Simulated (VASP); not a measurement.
**Ta2N: single point with LDA**

Crystal: Ta2N.

```
Ta N
1.0
     3.06011    0.00000    0.00000
    -1.53006    2.65013    0.00000
     0.00000    0.00000    4.79434
Ta N
2 1
Direct
  0.66667 0.33333 0.74621
  0.33333 0.66667 0.25379
  0.00000 0.00000 0.00000
```

| Quantity | Value |
| --- | --- |
| Program | VASP 6.6.1 |
| Task | single point |
| Functional | LDA |
| Potentials or basis | VASP PAW LDA potentials, release 64 (Ta_pv, N) |
| Cutoff | 520 eV |
| k mesh | 24 × 24 × 12 |
| Occupations | fermi-dirac, width 0.15 eV |
| Spin | no spin polarisation |
| Dipole correction | no |
| Further INCAR settings | ALGO = Normal; EDIFF = 1e-06; NBANDS = 20 |

```json
{
  "Pressure": "1.6 GPa",
  "Largest force": "0.049 eV/Å",
  "Band gap on the k mesh": "zero (an odd number of electrons rules out a gap without spin polarisation)"
}
```

Forces in eV/Å, atoms in the order of the input:
```
Ta   0.000  0.000 -0.049
Ta   0.000  0.000  0.049
N    0.000  0.000  0.000
```

Stress tensor (GPa, compression positive):
```
1.60 0.00 0.00
0.00 1.60 0.00
0.00 0.00 1.47
```

Levels at points of the mesh, in eV from the Fermi level:
```tsv
k point	band 10	band 11	band 12	band 13	band 14	band 15	band 16	band 17
(0.00, 0.00, 0.00)	-6.28	-4.72	-0.71	-0.26	-0.26	0.29	0.29	0.38
(0.50, 0.00, 0.00)	-6.57	-4.76	-2.55	-1.23	1.91	2.06	3.97	4.25
(0.00, 0.00, 0.50)	-6.47	-2.89	-2.56	-1.19	-1.19	1.92	2.34	2.41
(0.50, 0.00, 0.50)	-6.28	-3.42	-2.03	-2.00	-0.18	0.82	3.50	3.76
```

Run time: 3.3 min on 1 thread of AMD EPYC 9R45 96-Core Processor (Zen 5), on a shared host, peak memory 0.5 GiB.

Caveat: spin-orbit coupling is left out, which moves the levels of the heavy elements.
